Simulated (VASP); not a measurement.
# K (R-3m) in VASP: single point with PBE

Aim: the single point of K with PBE.

All numbers are computed with VASP 6.6.1; they aren't measurements. Logs are shortened: lines on timing, memory, paths and dates and some standing lists are left out, and cuts for length are marked.

### Step 1. The cell of the first run

It takes space group R-3m (No. 166, trigonal). Conventional cell: a = 3.713 Å, b = 3.713 Å, c = 27.254 Å, α = 90.00°, β = 90.00°, γ = 120.00°. Within 4.9 Å of K (site symmetry -3m) lie 12 K at 3.71 Å. K (site symmetry 3m) has 12 K at 3.71 Å within 4.9 Å.

### Step 2. Single point, PBE

INCAR reads:

```
SYSTEM = K
ALGO = Fast
EDIFF = 1E-6
ENCUT = 520
GGA = PE
ISIF = 2
ISMEAR = 0
LASPH = .TRUE.
LCHARG = .FALSE.
LREAL = .FALSE.
LWAVE = .FALSE.
NBANDS = 20
NELM = 100
PREC = Accurate
SIGMA = 0.1
```

KPOINTS reads:

```
k-points
0
G
  6 6 6
  0 0 0
```

POSCAR reads:

```
K
1.0
    1.8563123790      1.0717424517      9.0847707107
   -1.8563123790      1.0717424517      9.0847707107
    0.0000000000     -2.1434849034      9.0847707107
K
3
Direct
    0.0000000000      0.0000000000      0.0000000000
    0.7777073671      0.7777073671      0.7777073671
    0.2222926329      0.2222926329      0.2222926329
```

Potentials or basis: VASP PAW PBE potentials, release 64 (K_sv).

Launch:

```
> cat potpaw_PBE.64/K_sv/POTCAR > POTCAR
> mpirun -np 1 vasp_std > vasp.out
```

OUTCAR:

```text
SYSTEM = K
   EDIFF = 1E-6
   ENCUT = 520
   GGA = PE
   ISIF = 2
   ISMEAR = 0
   LASPH = .TRUE.
   LREAL = .FALSE.
   NELM = 100
   PREC = Accurate

 ion  position               nearest neighbor table
   1  0.000  0.000  0.000-   2 3.71   3 3.71   2 3.71   2 3.71   3 3.71   3 3.71
   2  0.778  0.778  0.778-   1 3.71   1 3.71   1 3.71   3 3.71   3 3.71   3 3.71
   3  0.222  0.222  0.222-   1 3.71   1 3.71   1 3.71   2 3.71   2 3.71   2 3.71

  LATTYP: Found a trigonal (rhomboedric) cell.
 ALAT       =     9.3342158962
 COS(alpha) =     0.9209000090

  Lattice vectors:

 A1 = (   1.8563123790,   1.0717424517,   9.0847707107)
 A2 = (  -1.8563123790,   1.0717424517,   9.0847707107)
 A3 = (   0.0000000000,  -2.1434849034,   9.0847707107)

Analysis of symmetry for initial positions (statically):
=====================================================================
 Subroutine PRICEL returns:
 Original cell was already a primitive cell.

 Routine SETGRP: Setting up the symmetry group for a
 trigonal (rhombohedral) supercell.

 Subroutine GETGRP returns: Found 12 space group operations
 (whereof 12 operations were pure point group operations)
 out of a pool of 12 trial point group operations.

The static configuration has the point symmetry D_3d.

Analysis of symmetry for dynamics (positions and initial velocities):
=====================================================================
 Subroutine PRICEL returns:
 Original cell was already a primitive cell.

 Routine SETGRP: Setting up the symmetry group for a
 trigonal (rhombohedral) supercell.

 Subroutine GETGRP returns: Found 12 space group operations
 (whereof 12 operations were pure point group operations)
 out of a pool of 12 trial point group operations.

The dynamic configuration has the point symmetry D_3d.

 Subroutine INISYM returns: Found 12 space group operations
 (whereof 12 operations are pure point group operations),
 and found     1 'primitive' translations

----------------------------------------------------------------------------------------

                                     Primitive cell

  volume of cell :     108.4443

  direct lattice vectors                    reciprocal lattice vectors
     1.856312379  1.071742452  9.084770711     0.269351218  0.155509998  0.036691442
    -1.856312379  1.071742452  9.084770711    -0.269351218  0.155509998  0.036691442
     0.000000000 -2.143484903  9.084770711     0.000000000 -0.311019996  0.036691442
[... 85 lines left out ...]
   NELM   =    100;   NELMIN=  2; NELMDL= -5     # of ELM steps
   EDIFF  = 0.1E-05   stopping-criterion for ELM
   LREAL  =      F    real-space projection
   EDIFFG = 0.1E-04   stopping-criterion for IOM
   NSW    =      0    number of steps for IOM
   IBRION =     -1    ionic relax: 0-MD 1-quasi-New 2-CG
   NFREE  =      0    steps in history (QN), initial steepest desc. (CG)
   ISIF   =      2    stress and relaxation
   ISYM   =      2    0-nonsym 1-usesym 2-fastsym
   POTIM  = 0.5000    time-step for ionic-motion
   TEBEG  =    0.0;   TEEND  =   0.0 temperature during run
   PSTRESS=    0.0 pullay stress
   NELECT =      27.0000    total number of electrons
   NUPDOWN=      -1.0000    fix difference up-down
   EMIN   =  10.00;   EMAX   =-10.00  energy-range for DOS
   EFERMI =   0.00;   METHOD = LEGACY
   ISMEAR =     0;   SIGMA  =   0.10  broadening in eV -4-tet -1-fermi 0-gaus
   EFERMI_NEDOS =   21; number of points for ismear=-14 and -15
   IALGO  =     68    algorithm
   IMIX   =      4    mixing-type and parameters
     AMIX     =   0.40;   BMIX     =  1.00
     AMIX_MAG =   1.60;   BMIX_MAG =  1.00
  volume/ion in A,a.u.               =      36.15       243.94
  Fermi-wavevector in a.u.,A,eV,Ry     =   1.029897  1.946223 14.431538  1.060688
  Thomas-Fermi vector in A             =   2.163968
   LORBIT       =      0    0 simple, 1 ext, 2 COOP (PROOUT), +10 PAW based schemes
   GGA     = PE    functional components
   LHFCALC =     F    Hartree Fock is set to
   AEXX    =    0.0000 exact exchange contribution
   IVDW    =     0    specifies the selected vdW correction
   LEPSILON=     F    determine dielectric tensor
   LRPA    =     F    only Hartree local field effects (RPA)
 non-spin polarized calculation
 RMM-DIIS sequential band-by-band and
 Gauss-broadening in eV      SIGMA  =   0.10
  energy-cutoff  :      520.00
  volume of cell :      108.44
 maximum number of plane-waves:      2932
 NGX is ok and might be reduce to    70
   NGX = 35   NGY = 35   NGZ = 35

 number of electron      27.0000000 magnetization

 Free energy of the ion-electron system (eV)
  ---------------------------------------------------
  ext. energy  EPLUGINS =         0.00000000
  ---------------------------------------------------
  free energy    TOTEN  =        -1.17978859 eV

  energy without entropy =       -1.16519014  energy(sigma->0) =       -1.17248936

 E-fermi :   2.2483     XC(G=0):  -7.7159

 val. band max:        2.2348773198   @ k =  -0.1667   0.1667   0.1667
 cond. band min:       2.2930175705   @ k =   0.5000   0.5000   0.5000
 fundamental gap:      0.0581402506
 Fermi energy:         2.2483480754

 k-point     1 :       0.0000    0.0000    0.0000
  band No.  band energies     occupation
      1     -29.9655      2.00000
      2     -29.9028      2.00000
      3     -29.9027      2.00000
      4     -13.6648      2.00000
      5     -13.6622      2.00000
      6     -13.2285      2.00000
[... 541 lines left out ...]
     19       5.0564      0.00000
     20       5.2514      0.00000

 [... further k-points ...]

------------------------ aborting loop because EDIFF is reached ----------------------------------------

  FORCE on cell =-STRESS in cart. coord.  units (eV):
  Direction    XX          YY          ZZ          XY          YZ          ZX
  --------------------------------------------------------------------------------------
  -------------------------------------------------------------------------------------
  Total        6.6137942      6.6137942      6.3971399      0.0000000     -0.0000000      0.0000000
  in kB       97.7134938     97.7134938     94.5126009      0.0000000     -0.0000000      0.0000000
  external PRESSURE =      96.6465295 kB  Pullay stress =       0.0000000 kB

 VOLUME and BASIS-vectors are now :
 -----------------------------------------------------------------------------
  energy-cutoff  :      520.00
  volume of cell :      108.44
      direct lattice vectors                 reciprocal lattice vectors
     1.856312379  1.071742452  9.084770711     0.269351218  0.155509998  0.036691442
    -1.856312379  1.071742452  9.084770711    -0.269351218  0.155509998  0.036691442
     0.000000000 -2.143484903  9.084770711     0.000000000 -0.311019996  0.036691442

 POSITION                                       TOTAL-FORCE (eV/Angst)
 -----------------------------------------------------------------------------------
      0.00000      0.00000      0.00000         0.000000      0.000000      0.000000
      0.00000      0.00000     21.19588         0.000000     -0.000000      0.006985
      0.00000      0.00000      6.05843         0.000000     -0.000000     -0.006985
 -----------------------------------------------------------------------------------
    total drift:                                0.000000      0.000000      0.000000

  FREE ENERGIE OF THE ION-ELECTRON SYSTEM (eV)
  ---------------------------------------------------
  free  energy   TOTEN  =        -1.1797885851 eV

  energy  without entropy=       -1.1651901411  energy(sigma->0) =       -1.17248936
```

OSZICAR:

```text
N       E                     dE             d eps       ncg     rms          rms(c)
DAV:   1     0.202862996497E+03    0.20286E+03   -0.12535E+04  1280   0.119E+03
DAV:   2     0.123469682811E+02   -0.19052E+03   -0.18625E+03  1420   0.357E+02
DAV:   3    -0.580458358530E+00   -0.12927E+02   -0.12760E+02  2332   0.683E+01
DAV:   4    -0.116679581367E+01   -0.58634E+00   -0.58209E+00  1764   0.112E+01
DAV:   5    -0.118424191594E+01   -0.17446E-01   -0.17439E-01  1892   0.188E+00    0.914E+00
RMM:   6    -0.117437818720E+01    0.98637E-02   -0.32340E-02  1632   0.138E+00    0.594E+00
RMM:   7    -0.118063668666E+01   -0.62585E-02   -0.63572E-02  1654   0.161E+00    0.424E-01
RMM:   8    -0.117956363260E+01    0.10731E-02   -0.14235E-02  1748   0.108E+00    0.146E-01
RMM:   9    -0.117979955939E+01   -0.23593E-03   -0.24827E-03  2071   0.206E-01    0.136E-01
RMM:  10    -0.117992170290E+01   -0.12214E-03   -0.57515E-04  2242   0.107E-01    0.193E-01
RMM:  11    -0.117977688805E+01    0.14481E-03   -0.26427E-04  1668   0.133E-01    0.674E-02
RMM:  12    -0.117978678205E+01   -0.98940E-05   -0.70541E-05  2175   0.625E-02    0.228E-02
RMM:  13    -0.117978925132E+01   -0.24693E-05   -0.25355E-05  2177   0.251E-02    0.224E-02
RMM:  14    -0.117978858506E+01    0.66625E-06   -0.91539E-06  1847   0.156E-02
   1 F= -.11797886E+01 E0= -.11724894E+01  d E =-.145984E-01
```

stdout:

```text
POSCAR found type information on POSCAR K
 POSCAR found :  1 types and       3 ions
 scaLAPACK will be used
 LDA part: xc-table for (Slater+PW92), standard interpolation
 POSCAR, INCAR and KPOINTS ok, starting setup
 FFT: planning ... GRIDC
 FFT: planning ... GRID_SOFT
 FFT: planning ... GRID
 WAVECAR not read
 entering main loop
WARNING in EDDRMM: call to ZHEGV failed, returncode =   8  4     15
```

Run time: 5.3 min. Hardware: 1 thread of AMD EPYC 9R45 (Zen 5), shared host; peak memory 0.64 GiB.

Results:

```
Free energy            : -1.1798 eV
Pressure               : 9.7 GPa
Largest force          : 0.007 eV/Å
Band gap on the k mesh : zero (an odd number of electrons rules out a gap without spin polarisation)
```

Forces on the atoms (eV/Å):
```
K    0.000  0.000  0.000
K    0.000  0.000  0.007
K    0.000  0.000 -0.007
```

Stress tensor (GPa, compression positive):
```
9.77 0.00 0.00
0.00 9.77 0.00
0.00 0.00 9.45
```

Caveat: the cell stands under pressure.

The gap in the log of VASP goes by the Fermi energy; the results here count the filled bands.